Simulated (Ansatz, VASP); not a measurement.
One calculation of BN, two programs

```xyz
4
Lattice="2.4890 0.0000 0.0000 -1.2445 2.1556 0.0000 0.0000 0.0000 6.4926" Properties=species:S:1:pos:R:3 pbc="T T T"
B     0.0000    1.4370    1.6232
B     1.2445    0.7185    4.8695
N     1.2445    0.7185    1.6232
N     0.0000    1.4370    4.8695
```

Alike in both runs: functional LDA; k mesh 12 × 12 × 4; no spin polarisation.

Ansatz relaxed the structure, and its values are those at the end. VASP's run is a single point on that final structure, the one shown.

```csv
,VASP,Ansatz
version,VASP 6.6.1,Ansatz 0.2.0
potentials or method,"VASP PAW LDA potentials, release 64 (B, N), cutoff 520 eV","scalar-relativistic, plane waves, PAW"
occupations,"gaussian, width 0.01 eV",fixed
valence electrons in the cell,16,16
```

|  | VASP | Ansatz | Ansatz less VASP |
| --- | --- | --- | --- |
| gap on the k mesh at the Fermi level (eV) | 4.05 | 4.07 | +0.017 |
| least direct gap on the mesh (eV) | 4.47 | 4.48 | +0.016 |
| pressure (GPa) | 0.4 | 0.0 | -0.42 |

LDA's correlation is that of Perdew and Zunger in VASP and of Perdew and Wang (1992) in Ansatz.
